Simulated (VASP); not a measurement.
# AgI (P6_3mc) in VASP: notebook

The runs below take AgI through single point, with PBE.

Everything below comes from runs of VASP 6.6.1. Logs are shortened: lines on timing, memory, paths and dates and some standing lists are left out, and cuts for length are marked.

### 1 The cell of the first run

The structure is hexagonal, space group P6_3mc (No. 186). Conventional cell: a = 4.651 Å, b = 4.651 Å, c = 7.600 Å, α = 90.00°, β = 90.00°, γ = 120.00°. Within 3.8 Å of Ag (site symmetry 3m) lie 4 I at 2.85 Å. Within 3.8 Å of I (site symmetry 3m) lie 4 Ag at 2.85 Å.

### 2 Single point, PBE

File INCAR:

```
PREC = Accurate
ENCUT = 500
EDIFF = 1E-6
ISMEAR = 0
SIGMA = 0.01
LREAL = False
LASPH = True
NELM = 120
ALGO = Normal
ISIF = 2
LWAVE = False
LCHARG = False
GGA = PE
NBANDS = 26
GGA_COMPAT = False
```

File KPOINTS:

```
Automatic mesh
0
Gamma
  3 3 3
```

File POSCAR:

```
AgI
1.0
    4.6507421514      0.0000000000      0.0000000000
   -2.3253710757      4.0276608495      0.0000000000
    0.0000000000      0.0000000000      7.5997163705
Ag I
2 2
Direct
    0.6666666667      0.3333333333      0.6275238183
    0.3333333333      0.6666666667      0.1275238183
    0.6666666667      0.3333333333      0.0024761817
    0.3333333333      0.6666666667      0.5024761817
```

Potentials or basis: VASP PAW PBE potentials, release 64 (Ag, I).

Started as:

```console
$ cat potpaw_PBE.64/Ag/POTCAR potpaw_PBE.64/I/POTCAR > POTCAR
$ mpirun -np 1 vasp_std > vasp.out
```

OUTCAR:

```text
PREC = Accurate
   ENCUT = 500
   EDIFF = 1E-6
   ISMEAR = 0
   LREAL = False
   LASPH = True
   NELM = 120
   ISIF = 2
   GGA = PE

 ion  position               nearest neighbor table
   1  0.667  0.333  0.628-   4 2.85   4 2.85   4 2.85   3 2.85
   2  0.333  0.667  0.128-   3 2.85   3 2.85   3 2.85   4 2.85
   3  0.667  0.333  0.002-   2 2.85   2 2.85   2 2.85   1 2.85
   4  0.333  0.667  0.502-   1 2.85   1 2.85   1 2.85   2 2.85

  LATTYP: Found a hexagonal cell.
 ALAT       =     4.6507421514
 C/A-ratio  =     1.6340868023

  Lattice vectors:

 A1 = (   4.6507421514,   0.0000000000,   0.0000000000)
 A2 = (  -2.3253710757,   4.0276608495,   0.0000000000)
 A3 = (   0.0000000000,   0.0000000000,   7.5997163705)

Analysis of symmetry for initial positions (statically):
=====================================================================
 Subroutine PRICEL returns:
 Original cell was already a primitive cell.

 Routine SETGRP: Setting up the symmetry group for a
 hexagonal supercell.

 Subroutine GETGRP returns: Found 12 space group operations
 (whereof  6 operations were pure point group operations)
 out of a pool of 24 trial point group operations.

The static configuration has the point symmetry C_3v.
 The point group associated with its full space group is C_6v.

Analysis of symmetry for dynamics (positions and initial velocities):
=====================================================================
 Subroutine PRICEL returns:
 Original cell was already a primitive cell.

 Routine SETGRP: Setting up the symmetry group for a
 hexagonal supercell.

 Subroutine GETGRP returns: Found 12 space group operations
 (whereof  6 operations were pure point group operations)
 out of a pool of 24 trial point group operations.

The dynamic configuration has the point symmetry C_3v.
 The point group associated with its full space group is C_6v.

 Subroutine INISYM returns: Found 12 space group operations
 (whereof  6 operations are pure point group operations),
 and found     1 'primitive' translations

----------------------------------------------------------------------------------------

                                     Primitive cell

  volume of cell :     142.3549

  direct lattice vectors                    reciprocal lattice vectors
     4.650742151  0.000000000  0.000000000     0.215019446  0.124141535  0.000000000
    -2.325371076  4.027660850  0.000000000     0.000000000  0.248283070  0.000000000
     0.000000000  0.000000000  7.599716371     0.000000000  0.000000000  0.131583858

  length of vectors
     4.650742151  4.650742151  7.599716371     0.248283070  0.248283070  0.131583858

  position of ions in fractional coordinates (direct lattice)
     0.666666667  0.333333333  0.627523818
     0.333333333  0.666666667  0.127523818
     0.666666667  0.333333333  0.002476182
     0.333333333  0.666666667  0.502476182

  ion indices of the primitive-cell ions
   primitive index   ion index
                 1           1
                 2           2
                 3           3
                 4           4

----------------------------------------------------------------------------------------

 KPOINTS: Automatic mesh

Automatic generation of k-mesh.
 Grid dimensions read from file:
 generate k-points for:    3    3    3

 Generating k-lattice:

  Cartesian coordinates                     Fractional coordinates (reciprocal lattice)
     0.071673149  0.041380512  0.000000000     0.333333333  0.000000000  0.000000000
     0.000000000  0.082761023  0.000000000     0.000000000  0.333333333  0.000000000
     0.000000000  0.000000000  0.043861286     0.000000000  0.000000000  0.333333333

  Length of vectors
     0.082761023  0.082761023  0.043861286

  Shift w.r.t. Gamma in fractional coordinates (k-lattice)
     0.000000000  0.000000000  0.000000000

 Subroutine IBZKPT returns following result:
 ===========================================

 Found      6 irreducible k-points:

 Following reciprocal coordinates:
            Coordinates               Weight
  0.000000  0.000000  0.000000      1.000000
  0.333333  0.000000  0.000000      6.000000
  0.333333  0.333333  0.000000      2.000000
  0.000000  0.000000  0.333333      2.000000
  0.333333  0.000000  0.333333     12.000000
  0.333333  0.333333  0.333333      4.000000
   k-points           NKPTS =      6   k-points in BZ     NKDIM =      6   number of bands    NBANDS=     26
   number of dos      NEDOS =    301   number of ions     NIONS =      4
   total plane-waves  NPLWV =  72576
   dimension x,y,z NGX =    36 NGY =   36 NGZ =   56
   dimension x,y,z NGXF=    72 NGYF=   72 NGZF=  112
   ions per type =               2   2
   NGX,Y,Z   is equivalent  to a cutoff of  12.87, 12.87, 12.25 a.u.
   NGXF,Y,Z  is equivalent  to a cutoff of  25.74, 25.74, 24.50 a.u.
 SYSTEM =  unknown system
   PREC   = accura    normal or accurate (medium, high low for compatibility)
   ISTART =      0    job   : 0-new  1-cont  2-samecut
   ICHARG =      2    charge: 1-file 2-atom 10-const
   ISPIN  =      1    spin polarized calculation?
   LNONCOLLINEAR =      F non collinear calculations
   LSORBIT =      F    spin-orbit coupling
   LASPH  =      T    aspherical Exc in radial PAW
   ENCUT  =  500.0 eV  36.75 Ry    6.06 a.u.   8.48  8.48 13.86*2*pi/ulx,y,z
   NELM   =    120;   NELMIN=  2; NELMDL= -5     # of ELM steps
   EDIFF  = 0.1E-05   stopping-criterion for ELM
   LREAL  =      F    real-space projection
   EDIFFG = 0.1E-04   stopping-criterion for IOM
   NSW    =      0    number of steps for IOM
   IBRION =     -1    ionic relax: 0-MD 1-quasi-New 2-CG
   NFREE  =      0    steps in history (QN), initial steepest desc. (CG)
   ISIF   =      2    stress and relaxation
   ISYM   =      2    0-nonsym 1-usesym 2-fastsym
   POTIM  = 0.5000    time-step for ionic-motion
   TEBEG  =    0.0;   TEEND  =   0.0 temperature during run
   PSTRESS=    0.0 pullay stress
   NELECT =      36.0000    total number of electrons
   NUPDOWN=      -1.0000    fix difference up-down
   EMIN   =  10.00;   EMAX   =-10.00  energy-range for DOS
   EFERMI =   0.00;   METHOD = LEGACY
   ISMEAR =     0;   SIGMA  =   0.01  broadening in eV -4-tet -1-fermi 0-gaus
   EFERMI_NEDOS =   21; number of points for ismear=-14 and -15
   IALGO  =     38    algorithm
   IMIX   =      4    mixing-type and parameters
     AMIX     =   0.40;   BMIX     =  1.00
     AMIX_MAG =   1.60;   BMIX_MAG =  1.00
  volume/ion in A,a.u.               =      35.59       240.16
  Fermi-wavevector in a.u.,A,eV,Ry     =   1.035265  1.956367 14.582362  1.071773
  Thomas-Fermi vector in A             =   2.169600
   LORBIT       =      0    0 simple, 1 ext, 2 COOP (PROOUT), +10 PAW based schemes
   GGA     = PE    functional components
   LHFCALC =     F    Hartree Fock is set to
   AEXX    =    0.0000 exact exchange contribution
   IVDW    =     0    specifies the selected vdW correction
   LEPSILON=     F    determine dielectric tensor
   LRPA    =     F    only Hartree local field effects (RPA)
 non-spin polarized calculation
 Gauss-broadening in eV      SIGMA  =   0.01
  energy-cutoff  :      500.00
  volume of cell :      142.35
 maximum number of plane-waves:      3657
 NGX is ok and might be reduce to    36
   NGX = 17   NGY = 17   NGZ = 27

 number of electron      36.0000004 magnetization

 Free energy of the ion-electron system (eV)
  ---------------------------------------------------
  ext. energy  EPLUGINS =         0.00000000
  ---------------------------------------------------
  free energy    TOTEN  =        -9.48711063 eV

  energy without entropy =       -9.48711063  energy(sigma->0) =       -9.48711063

 E-fermi :   2.8073     XC(G=0):  -8.2380

 val. band max:        2.7294453736   @ k =   0.0000   0.0000   0.0000
 cond. band min:       4.0908174534   @ k =   0.0000   0.0000   0.0000
 fundamental gap:      1.3613720798
 Fermi energy:         2.8073180289

 k-point     1 :       0.0000    0.0000    0.0000
  band No.  band energies     occupation
      1      -9.8592      2.00000
      2      -9.5955      2.00000
      3      -1.2573      2.00000
      4      -1.2533      2.00000
      5      -1.2533      2.00000
      6      -1.1645      2.00000
[... 18 lines left out ...]
     25       9.4013      0.00000
     26       9.9996      0.00000

 k-point     2 :       0.3333    0.0000    0.0000
  band No.  band energies     occupation
      1      -9.6765      2.00000
      2      -9.5211      2.00000
      3      -1.3605      2.00000
      4      -1.2134      2.00000
      5      -1.1341      2.00000
      6      -1.0199      2.00000
[... 18 lines left out ...]
     25      10.1163      0.00000
     26      10.4822      0.00000

 k-point     3 :       0.3333    0.3333    0.0000
  band No.  band energies     occupation
      1      -9.5325      2.00000
      2      -9.5325      2.00000
      3      -1.2370      2.00000
      4      -1.0354      2.00000
      5      -1.0354      2.00000
      6      -0.8662      2.00000
[... 18 lines left out ...]
     25      10.1937      0.00000
     26      10.1937      0.00000

 k-point     4 :       0.0000    0.0000    0.3333
  band No.  band energies     occupation
      1      -9.7954      2.00000
      2      -9.6636      2.00000
      3      -1.3060      2.00000
      4      -1.2953      2.00000
      5      -1.2266      2.00000
      6      -1.2266      2.00000
[... 18 lines left out ...]
     25       9.0615      0.00000
     26       9.0615      0.00000

 k-point     5 :       0.3333    0.0000    0.3333
  band No.  band energies     occupation
      1      -9.6374      2.00000
      2      -9.5597      2.00000
      3      -1.4145      2.00000
      4      -1.3536      2.00000
      5      -1.0865      2.00000
      6      -1.0323      2.00000
[... 18 lines left out ...]
     25       9.7534      0.00000
     26      10.4868      0.00000

 k-point     6 :       0.3333    0.3333    0.3333
  band No.  band energies     occupation
      1      -9.5309      2.00000
      2      -9.5309      2.00000
      3      -1.2051      2.00000
      4      -1.2051      2.00000
      5      -1.1708      2.00000
      6      -0.9952      2.00000
[... 18 lines left out ...]
     25      10.9819      0.00000
     26      10.9996      0.00000

------------------------ aborting loop because EDIFF is reached ----------------------------------------

  FORCE on cell =-STRESS in cart. coord.  units (eV):
  Direction    XX          YY          ZZ          XY          YZ          ZX
  --------------------------------------------------------------------------------------
  -------------------------------------------------------------------------------------
  Total        0.8847474      0.8847474      0.5079200      0.0000000     -0.0000000     -0.0000000
  in kB        9.9576613      9.9576613      5.7165412      0.0000000     -0.0000000     -0.0000000
  external PRESSURE =       8.5439546 kB  Pullay stress =       0.0000000 kB

 VOLUME and BASIS-vectors are now :
 -----------------------------------------------------------------------------
  energy-cutoff  :      500.00
  volume of cell :      142.35
      direct lattice vectors                 reciprocal lattice vectors
     4.650742151  0.000000000  0.000000000     0.215019446  0.124141535  0.000000000
    -2.325371076  4.027660850  0.000000000     0.000000000  0.248283070  0.000000000
     0.000000000  0.000000000  7.599716371     0.000000000  0.000000000  0.131583858

 POSITION                                       TOTAL-FORCE (eV/Angst)
 -----------------------------------------------------------------------------------
      2.32537      1.34255      4.76900        -0.000000     -0.000000      0.037494
     -0.00000      2.68511      0.96914         0.000000      0.000000      0.037494
      2.32537      1.34255      0.01882        -0.000000      0.000000     -0.037494
     -0.00000      2.68511      3.81868         0.000000     -0.000000     -0.037494
 -----------------------------------------------------------------------------------
    total drift:                               -0.000000      0.000000      0.000560

  FREE ENERGIE OF THE ION-ELECTRON SYSTEM (eV)
  ---------------------------------------------------
  free  energy   TOTEN  =        -9.4871106289 eV

  energy  without entropy=       -9.4871106289  energy(sigma->0) =       -9.48711063
```

Run time: 17 s. Hardware: 1 thread of AMD EPYC 9R45 (Zen 5), shared host; peak memory 0.21 GiB.

Results:

| Quantity | Value |
| --- | --- |
| Free energy | -9.4871 eV |
| Pressure | 0.9 GPa |
| Largest force | 0.037 eV/Å |
| Band gap on the k mesh | 1.36 eV |

Forces in eV/Å, atoms in the order of the input:
```
Ag   0.000  0.000  0.037
Ag   0.000  0.000  0.037
I    0.000  0.000 -0.037
I    0.000  0.000 -0.037
```

Caveat: the k points lie up to 0.52 Å⁻¹ apart; spin-orbit coupling is left out, which moves the levels of the heavy elements. As with any semilocal functional, this PBE gap is likely too small.

(Part 1 of 2 ends here.)
